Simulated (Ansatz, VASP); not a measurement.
## One calculation of Si, two programs

```
Si
1.0
     0.00000    2.60857    2.60857
     2.60857    0.00000    2.60857
     2.60857    2.60857    0.00000
Si
2
Direct
  0.75000 0.75000 0.75000
  0.50000 0.50000 0.50000
```

Alike in both runs: task single point; functional r2SCAN; k mesh 14 × 14 × 14; occupations gaussian, width 0.05 eV; no spin polarisation.

```csv
,VASP,Ansatz
version,VASP 6.6.1,Ansatz 0.2.0
potentials or method,"VASP PAW PBE potentials, release 64 (Si), cutoff 520 eV","scalar-relativistic, plane waves, PAW"
valence electrons in the cell,8,8
```

```tsv
	VASP	Ansatz	Ansatz less VASP
gap on the k mesh at the Fermi level (eV)	0.54	0.52	-0.019
least direct gap on the mesh (eV)	2.80	2.78	-0.022
pressure (GPa)	15.8	16.1	+0.29
```

VASP's potentials were made for PBE, not for r2SCAN.
